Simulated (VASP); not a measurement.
# BaTe (Fm-3m) in VASP: further runs

BaTe is run at these levels: r2SCAN, PBE, HSE06, PBE0; tasks: relaxation of cell and atoms, single point.

All numbers are computed with VASP 6.6.1; they aren't measurements. Logs are shortened: lines on timing, memory, paths and dates and some standing lists are left out, and cuts for length are marked.

### Step 1. The cell of the first run

Symmetry: Fm-3m, No. 225, cubic system. Conventional cell: a = 7.065 Å, b = 7.065 Å, c = 7.065 Å, α = 90.00°, β = 90.00°, γ = 90.00°. Within 4.6 Å of Ba (site symmetry m-3m) lie 6 Te at 3.53 Å. Te (site symmetry m-3m) has 6 Ba at 3.53 Å within 4.6 Å.

### Step 2. Relaxation of cell and atoms, r2SCAN

Input file POSCAR:

```
BaTe
1.0
    0.0000000000      3.5323868488      3.5323868488
    3.5323868488      0.0000000000      3.5323868488
    3.5323868488      3.5323868488      0.0000000000
Ba Te
1 1
Direct
    0.0000000000      0.0000000000      0.0000000000
    0.5000000000      0.5000000000      0.5000000000
```

Input file INCAR.step1:

```
SYSTEM = BaTe
  ALGO = Normal
  EDIFF = 1E-4
  ENCUT = 600
  GGA = PE
  ISMEAR = -1
  LASPH = .True.
  LCHARG = .False.
  LREAL = .False.
  LWAVE = .True.
  NELM = 60
  PREC = Accurate
  SIGMA = 0.02
```

Input file INCAR.step2:

```
SYSTEM = BaTe
  ALGO = Normal
  EDIFF = 1E-6
  EDIFFG = -0.005
  ENCUT = 600
  IBRION = 2
  ISIF = 3
  ISMEAR = -1
  ISTART = 1
  LASPH = .True.
  LCHARG = .False.
  LMIXTAU = .True.
  LREAL = .False.
  LWAVE = .False.
  METAGGA = R2SCAN
  NELM = 60
  NSW = 80
  PREC = Accurate
  SIGMA = 0.02
```

Input file KPOINTS:

```
k-points
0
Gamma
  6 6 6
  0 0 0
```

Potentials or basis: VASP PAW PBE potentials, release 64 (Ba_sv, Te).

Started as:

```bash
cat potpaw_PBE.64/Ba_sv/POTCAR potpaw_PBE.64/Te/POTCAR > POTCAR
cp INCAR.step1 INCAR
mpirun -np 1 vasp_std > vasp.out
cp INCAR.step2 INCAR
mpirun -np 1 vasp_std > vasp.out
```

OUTCAR:

```text
SYSTEM = BaTe
   EDIFF = 1E-6
   EDIFFG = -0.005
   ENCUT = 600
   IBRION = 2
   ISIF = 3
   ISMEAR = -1
   ISTART = 1
   LASPH = .True.
   LREAL = .False.
   METAGGA = R2SCAN
   NELM = 60
   NSW = 80
   PREC = Accurate

 ion  position               nearest neighbor table
   1  0.000  0.000  0.000-   2 3.53   2 3.53   2 3.53   2 3.53   2 3.53   2 3.53
   2  0.500  0.500  0.500-   1 3.53   1 3.53   1 3.53   1 3.53   1 3.53   1 3.53

  LATTYP: Found a face centered cubic cell.
 ALAT       =     7.0647736976

  Lattice vectors:

 A1 = (   0.0000000000,   3.5323868488,   3.5323868488)
 A2 = (   3.5323868488,   0.0000000000,   3.5323868488)
 A3 = (   3.5323868488,   3.5323868488,   0.0000000000)

Analysis of symmetry for initial positions (statically):
=====================================================================
 Subroutine PRICEL returns:
 Original cell was already a primitive cell.

 Routine SETGRP: Setting up the symmetry group for a
 face centered cubic supercell.

 Subroutine GETGRP returns: Found 48 space group operations
 (whereof 48 operations were pure point group operations)
 out of a pool of 48 trial point group operations.

The static configuration has the point symmetry O_h .

Analysis of symmetry for dynamics (positions and initial velocities):
=====================================================================
 Subroutine PRICEL returns:
 Original cell was already a primitive cell.

 Routine SETGRP: Setting up the symmetry group for a
 face centered cubic supercell.

 Subroutine GETGRP returns: Found 48 space group operations
 (whereof 48 operations were pure point group operations)
 out of a pool of 48 trial point group operations.

The dynamic configuration has the point symmetry O_h .

 Subroutine INISYM returns: Found 48 space group operations
 (whereof 48 operations are pure point group operations),
 and found     1 'primitive' translations

----------------------------------------------------------------------------------------

                                     Primitive cell

  volume of cell :      88.1525

  direct lattice vectors                    reciprocal lattice vectors
     0.000000000  3.532386849  3.532386849    -0.141547351  0.141547351  0.141547351
     3.532386849  0.000000000  3.532386849     0.141547351 -0.141547351  0.141547351
     3.532386849  3.532386849  0.000000000     0.141547351  0.141547351 -0.141547351

  length of vectors
     4.995549389  4.995549389  4.995549389     0.245167203  0.245167203  0.245167203

  position of ions in fractional coordinates (direct lattice)
     0.000000000  0.000000000  0.000000000
     0.500000000  0.500000000  0.500000000

  ion indices of the primitive-cell ions
   primitive index   ion index
                 1           1
                 2           2

----------------------------------------------------------------------------------------

 KPOINTS: k-points

Automatic generation of k-mesh.
 Grid dimensions read from file:
 generate k-points for:    6    6    6

 Generating k-lattice:

  Cartesian coordinates                     Fractional coordinates (reciprocal lattice)
    -0.023591225  0.023591225  0.023591225     0.166666667  0.000000000  0.000000000
     0.023591225 -0.023591225  0.023591225     0.000000000  0.166666667  0.000000000
     0.023591225  0.023591225 -0.023591225     0.000000000  0.000000000  0.166666667

  Length of vectors
     0.040861201  0.040861201  0.040861201

  Shift w.r.t. Gamma in fractional coordinates (k-lattice)
     0.000000000  0.000000000  0.000000000

 Subroutine IBZKPT returns following result:
 ===========================================

 Found     16 irreducible k-points:

 Following reciprocal coordinates:
            Coordinates               Weight
  0.000000  0.000000  0.000000      1.000000
  0.166667  0.000000  0.000000      8.000000
  0.333333  0.000000  0.000000      8.000000
  0.500000  0.000000  0.000000      4.000000
  0.166667  0.166667  0.000000      6.000000
  0.333333  0.166667  0.000000     24.000000
[... 8 lines left out ...]
 -0.333333  0.333333  0.166667     24.000000
 -0.333333  0.500000  0.166667     12.000000
   k-points           NKPTS =     16   k-points in BZ     NKDIM =     16   number of bands    NBANDS=     12
   number of dos      NEDOS =    301   number of ions     NIONS =      2
   total plane-waves  NPLWV =  64000
   dimension x,y,z NGX =    40 NGY =   40 NGZ =   40
   dimension x,y,z NGXF=    80 NGYF=   80 NGZF=   80
   ions per type =               1   1
   NGX,Y,Z   is equivalent  to a cutoff of  13.31, 13.31, 13.31 a.u.
   NGXF,Y,Z  is equivalent  to a cutoff of  26.62, 26.62, 26.62 a.u.
 SYSTEM =  BaTe
   PREC   = accura    normal or accurate (medium, high low for compatibility)
   ISTART =      1    job   : 0-new  1-cont  2-samecut
   ICHARG =      0    charge: 1-file 2-atom 10-const
   ISPIN  =      1    spin polarized calculation?
   LNONCOLLINEAR =      F non collinear calculations
   LSORBIT =      F    spin-orbit coupling
   LASPH  =      T    aspherical Exc in radial PAW
   ENCUT  =  600.0 eV  44.10 Ry    6.64 a.u.   9.98  9.98  9.98*2*pi/ulx,y,z
   NELM   =     60;   NELMIN=  2; NELMDL=  0     # of ELM steps
   EDIFF  = 0.1E-05   stopping-criterion for ELM
   LREAL  =      F    real-space projection
   EDIFFG = -.5E-02   stopping-criterion for IOM
   NSW    =     80    number of steps for IOM
   IBRION =      2    ionic relax: 0-MD 1-quasi-New 2-CG
   NFREE  =      1    steps in history (QN), initial steepest desc. (CG)
   ISIF   =      3    stress and relaxation
   ISYM   =      2    0-nonsym 1-usesym 2-fastsym
   POTIM  = 0.5000    time-step for ionic-motion
   TEBEG  =    0.0;   TEEND  =   0.0 temperature during run
   PSTRESS=    0.0 pullay stress
   NELECT =      16.0000    total number of electrons
   NUPDOWN=      -1.0000    fix difference up-down
   EMIN   =  10.00;   EMAX   =-10.00  energy-range for DOS
   EFERMI =   0.00;   METHOD = LEGACY
   ISMEAR =    -1;   SIGMA  =   0.02  broadening in eV -4-tet -1-fermi 0-gaus
   EFERMI_NEDOS =   21; number of points for ismear=-14 and -15
   IALGO  =     38    algorithm
   IMIX   =      4    mixing-type and parameters
     AMIX     =   0.40;   BMIX     =  1.00
     AMIX_MAG =   1.60;   BMIX_MAG =  1.00
  volume/ion in A,a.u.               =      44.08       297.44
  Fermi-wavevector in a.u.,A,eV,Ry     =   0.926908  1.751602 11.689557  0.859158
  Thomas-Fermi vector in A             =   2.052921
   LORBIT       =      0    0 simple, 1 ext, 2 COOP (PROOUT), +10 PAW based schemes
   METAGGA = R2SCAN    functional components
   LHFCALC =     F    Hartree Fock is set to
   AEXX    =    0.0000 exact exchange contribution
   IVDW    =     0    specifies the selected vdW correction
   LEPSILON=     F    determine dielectric tensor
   LRPA    =     F    only Hartree local field effects (RPA)
 conjugate gradient relaxation of ions
 non-spin polarized calculation
  energy-cutoff  :      600.00
  volume of cell :       88.15
 maximum number of plane-waves:      2956
   NGX = 19   NGY = 19   NGZ = 19

--------------------------------------- Ionic step        1  -------------------------------------------

 number of electron      16.0000000 magnetization

 Free energy of the ion-electron system (eV)
  ---------------------------------------------------
  ext. energy  EPLUGINS =         0.00000000
  ---------------------------------------------------
  free energy    TOTEN  =       -56.02895831 eV

  energy without entropy =      -56.02895831  energy(sigma->0) =      -56.02895831

------------------------ aborting loop because EDIFF is reached ----------------------------------------

  FORCE on cell =-STRESS in cart. coord.  units (eV):
  Direction    XX          YY          ZZ          XY          YZ          ZX
  --------------------------------------------------------------------------------------
  -------------------------------------------------------------------------------------
  Total        0.1598741      0.1598741      0.1598741      0.0000000     -0.0000000     -0.0000000
  in kB        2.9057215      2.9057215      2.9057215      0.0000000     -0.0000000     -0.0000000
  external PRESSURE =       2.9057215 kB  Pullay stress =       0.0000000 kB

 VOLUME and BASIS-vectors are now :
 -----------------------------------------------------------------------------
  energy-cutoff  :      600.00
  volume of cell :       88.15
      direct lattice vectors                 reciprocal lattice vectors
     0.000000000  3.532386849  3.532386849    -0.141547351  0.141547351  0.141547351
     3.532386849  0.000000000  3.532386849     0.141547351 -0.141547351  0.141547351
     3.532386849  3.532386849  0.000000000     0.141547351  0.141547351 -0.141547351
[... 37 lines left out ...]
 POSITION                                       TOTAL-FORCE (eV/Angst)
 -----------------------------------------------------------------------------------
      3.54601     -0.00000      3.54601        -0.000000      0.000000      0.000000
      3.54601      3.54601      3.54601         0.000000     -0.000000     -0.000000
 -----------------------------------------------------------------------------------
    total drift:                                0.000000     -0.000000     -0.000000

  FREE ENERGIE OF THE ION-ELECTRON SYSTEM (eV)
  ---------------------------------------------------
  free  energy   TOTEN  =       -56.0296550096 eV

  energy  without entropy=      -56.0296550096  energy(sigma->0) =      -56.02965501

--------------------------------------- Ionic step        3  -------------------------------------------

 number of electron      16.0000000 magnetization

 Free energy of the ion-electron system (eV)
  ---------------------------------------------------
  ext. energy  EPLUGINS =         0.00000000
  ---------------------------------------------------
  free energy    TOTEN  =       -56.02969744 eV

  energy without entropy =      -56.02969744  energy(sigma->0) =      -56.02969744

 E-fermi :   2.2480     XC(G=0):  -8.4754

 val. band max:        1.8367848117   @ k =   0.0000   0.0000   0.0000
 cond. band min:       3.7866934183   @ k =   0.5000   0.5000   0.0000
 fundamental gap:      1.9499086066
 Fermi energy:         2.2479846615

 k-point     1 :       0.0000    0.0000    0.0000
  band No.  band energies     occupation
      1     -26.0740      2.00000
      2     -10.7934      2.00000
      3     -10.7934      2.00000
      4     -10.7934      2.00000
      5      -7.8963      2.00000
      6       1.8368      2.00000
      7       1.8368      2.00000
      8       1.8368      2.00000
      9       5.1986      0.00000
     10       5.1986      0.00000
     11       5.1986      0.00000
     12       5.2663      0.00000

 k-point     2 :       0.1667    0.0000    0.0000
  band No.  band energies     occupation
      1     -26.0712      2.00000
      2     -10.8961      2.00000
      3     -10.7957      2.00000
      4     -10.7957      2.00000
      5      -7.7221      2.00000
      6       1.1047      2.00000
      7       1.4969      2.00000
      8       1.4969      2.00000
      9       5.2505      0.00000
     10       5.5346      0.00000
     11       5.5346      0.00000
     12       6.2747      0.00000
[... 230 lines left out ...]
 POSITION                                       TOTAL-FORCE (eV/Angst)
 -----------------------------------------------------------------------------------
      0.00000      0.00000      0.00000        -0.000000     -0.000000      0.000000
      3.54332      3.54332      3.54332         0.000000      0.000000     -0.000000
 -----------------------------------------------------------------------------------
    total drift:                                0.000000     -0.000000     -0.000000

  FREE ENERGIE OF THE ION-ELECTRON SYSTEM (eV)
  ---------------------------------------------------
  free  energy   TOTEN  =       -56.0296974422 eV

  energy  without entropy=      -56.0296974421  energy(sigma->0) =      -56.02969744

 reached required accuracy - stopping structural energy minimisation
```

It took 1.9 min on 1 thread of Intel Xeon 6975P-C (Granite Rapids), shared host; peak memory 0.27 GiB.

Results:

- Free energy: -56.0297 eV
- Relaxed volume: 44.49 Å³/atom
- Relaxed cell: a = 5.011 Å, b = 5.011 Å, c = 5.011 Å, α = 60.00°, β = 60.00°, γ = 60.00°
- Space group after relaxing (to 0.1 Å): Fm-3m (No. 225)
- Energy gained by relaxing: 0.4 meV/atom
- Ionic steps: 3
- Pressure after relaxing: 0.0 GPa
- Band gap on the k mesh: 1.95 eV (least direct gap 2.34 eV)

The path:
```csv
step,energy change (eV),largest force (eV/Å),pressure (GPa),volume (Å³)
1,0.0000,0.0000,0.29,88.15
2,-0.0007,0.0000,-0.07,89.18
3,-0.0007,0.0000,0.00,88.97
```

Final structure:
```yaml
crystal:
  lattice:
    - [0.00000, 3.54332, 3.54332]
    - [3.54332, 0.00000, 3.54332]
    - [3.54332, 3.54332, 0.00000]
  atoms:
    - { symbol: Ba, position: [0.00000, 0.00000, 0.00000] }
    - { symbol: Te, position: [0.50000, 0.50000, 0.50000] }
```

Caveat: the PAW data sets were made with another functional, which shifts forces and pressure a little; spin-orbit coupling is left out, which moves the levels of the heavy elements.

### Step 3. Single point, PBE, non-collinear spin, zero start, spin-orbit coupling

Input file INCAR:

```
SYSTEM = BaTe
PREC = Accurate
ENCUT = 520
EDIFF = 1E-6
ISMEAR = 0
SIGMA = 0.01
LREAL = .FALSE.
LASPH = .TRUE.
NELM = 150
ALGO = Normal
ISIF = 2
LWAVE = .FALSE.
LCHARG = .FALSE.
LNONCOLLINEAR = .TRUE.
MAGMOM = 0 0 0 0 0 0
LORBIT = 11
LSORBIT = .TRUE.
GGA_COMPAT = .FALSE.
LORBMOM = .TRUE.
GGA = PE
NBANDS = 28
```

Input file KPOINTS:

```
Automatic mesh
0
G
  6 6 6
  0 0 0
```

POSCAR is that of step 2.

Potentials or basis: VASP PAW PBE potentials, release 64 (Ba_sv, Te).

Started as:

```bash
cat potpaw_PBE.64/Ba_sv/POTCAR potpaw_PBE.64/Te/POTCAR > POTCAR
mpirun -np 1 vasp_ncl > vasp.out
```

Run time: 68 s. Hardware: 1 thread of Intel Xeon 6975P-C (Granite Rapids), shared host; peak memory 0.49 GiB.

It converged, with:

```
Free energy                                           : -8.9184 eV
Pressure                                              : 0.3 GPa
Net moment                                            : 0.00 μB per cell
Valence electrons inside the program's atomic spheres : Ba 7.87; Te 3.46
```

Moments on the atoms (μB; x, y, z):
```
Ba  0.00 0.00 0.00
Te  0.00 0.00 0.00
```

### Step 4. Single point, HSE06

POSCAR is that of step 3.

Input file INCAR.step1:

```
SYSTEM = BaTe
PREC     = Accurate       ! precision mode
ENCUT    = 520            ! plane-wave cutoff, eV
EDIFF    = 1E-5           ! SCF threshold, eV
ISMEAR   = 0              ! smearing method
SIGMA    = 0.01           ! smearing width, eV
LREAL    = .FALSE.        ! projectors in reciprocal space
LASPH    = .TRUE.         ! aspherical terms in the spheres
NELM     = 100            ! most SCF steps
ALGO     = Normal         ! electronic algorithm
ISIF     = 2              ! what is computed and relaxed
LWAVE    = .TRUE.         ! write WAVECAR
LCHARG   = .FALSE.        ! write CHGCAR
GGA      = PE             ! functional
NBANDS   = 15             ! bands
```

Input file INCAR.step2:

```
SYSTEM = BaTe
PREC     = Accurate       ! precision mode
ENCUT    = 520            ! plane-wave cutoff, eV
EDIFF    = 1E-6           ! SCF threshold, eV
ISMEAR   = 0              ! smearing method
SIGMA    = 0.01           ! smearing width, eV
LREAL    = .FALSE.        ! projectors in reciprocal space
LASPH    = .TRUE.         ! aspherical terms in the spheres
NELM     = 100            ! most SCF steps
ALGO     = Normal         ! electronic algorithm
ISIF     = 2              ! what is computed and relaxed
LWAVE    = .FALSE.        ! write WAVECAR
LCHARG   = .FALSE.        ! write CHGCAR
GGA      = PE             ! functional
LHFCALC  = .TRUE.         ! exact exchange
HFSCREEN = 0.2079         ! screening, 1/A
PRECFOCK = Normal       
ISTART   = 1            
NBANDS   = 15             ! bands
```

Input file KPOINTS:

```
Automatic mesh
0
G
  4 4 4
  0 0 0
```

Started as:

```bash
cat potpaw_PBE.64/Ba_sv/POTCAR potpaw_PBE.64/Te/POTCAR > POTCAR
cp INCAR.step1 INCAR
mpirun -np 1 vasp_std > vasp.out
cp INCAR.step2 INCAR
mpirun -np 1 vasp_std > vasp.out
```

Run time: 5.3 min. Hardware: 1 thread of Intel Xeon 6975P-C (Granite Rapids), shared host; peak memory 0.36 GiB.

It converged, with:

```
Free energy            : -9.8006 eV
Pressure               : 0.0 GPa
Band gap on the k mesh : 2.30 eV (least direct gap 2.73 eV)
```

Levels at points of the mesh, in eV from the valence-band top:
```csv
k point,band 6,band 7,band 8,band 9,band 10,band 11
"(0.00, 0.00, 0.00)",0.00,0.00,0.00,3.54,3.79,3.79
"(0.50, 0.00, 0.00)",-2.32,-1.13,-1.13,4.88,5.68,5.87
"(0.50, 0.50, 0.00)",-1.25,-0.43,-0.43,2.30,5.32,5.38
```

Caveat: the PAW data sets were made with another functional, which shifts forces and pressure a little; spin-orbit coupling is left out, which moves the levels of the heavy elements.

(Continued in part 2 of 2.)
